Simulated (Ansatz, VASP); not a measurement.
## YAs4: VASP beside Ansatz

INCAR

```
PREC = Accurate
ENCUT = 520
EDIFF = 1E-6
ISMEAR = 0
SIGMA = 0.1
LREAL = F
LASPH = T
NELM = 100
ALGO = Normal
ISIF = 2
LWAVE = F
LCHARG = T
GGA = PE
LELF = T
LVHAR = T
NBANDS = 24
```

KPOINTS

```
regular mesh
0
Gamma
  4 4 4
```

POSCAR

```
YAs4
1.0
   -3.2892693400      3.2892693400      3.2892693400
    3.2892693400     -3.2892693400      3.2892693400
    3.2892693400      3.2892693400     -3.2892693400
Y As
1 4
Direct
    0.0000000000      0.0000000000      0.0000000000
    0.5000000000      0.5000000000      0.5000000000
    0.0000000000      0.0000000000      0.5000000000
    0.0000000000      0.5000000000      0.0000000000
    0.5000000000      0.0000000000      0.0000000000
```

Input for Ansatz:

```yaml
crystal:
  lattice:
    - [-3.28926934, 3.28926934, 3.28926934]
    - [3.28926934, -3.28926934, 3.28926934]
    - [3.28926934, 3.28926934, -3.28926934]
  atoms:
    - { symbol: "Y", position: [0.0, 0.0, 0.0] }
    - { symbol: As, position: [0.5, 0.5, 0.5] }
    - { symbol: As, position: [0.0, 0.0, 0.5] }
    - { symbol: As, position: [0.0, 0.5, 0.0] }
    - { symbol: As, position: [0.5, 0.0, 0.0] }
basis:
  ecutwfc: 420
kpoints:
  mp_grid: { grid: [4, 4, 4] }
hamiltonian:
  xc: pbe
scf:
  occupations: { method: gaussian, width: 0.1 }
  lower_state_search: "off"
output:
  forces: true
  stress: true
  eigenvalues: true
```

Alike in both runs: task single point; functional PBE; k mesh 4 × 4 × 4; occupations gaussian, width 0.1 eV; no spin polarisation.

|  | VASP | Ansatz |
| --- | --- | --- |
| version | VASP 6.6.1 | Ansatz 0.2.0 |
| potentials or method | VASP PAW PBE potentials, release 64 (Y_sv, As), cutoff 520 eV | scalar-relativistic, plane waves, PAW |
| valence electrons in the cell | 31 | 71 |

```csv
,VASP,Ansatz,Ansatz less VASP
gap on the k mesh at the Fermi level (eV),none,none,-
pressure (GPa),-3.6,-3.6,+0.02
```

A gap of «none» marks a metal or a gap that the smearing closes. The functional is the same, so the differences come from potentials, cutoffs and numerics. VASP's potentials hold 31 valence electrons a cell and Ansatz's 71, so a difference there can come from the potentials and not from the codes.
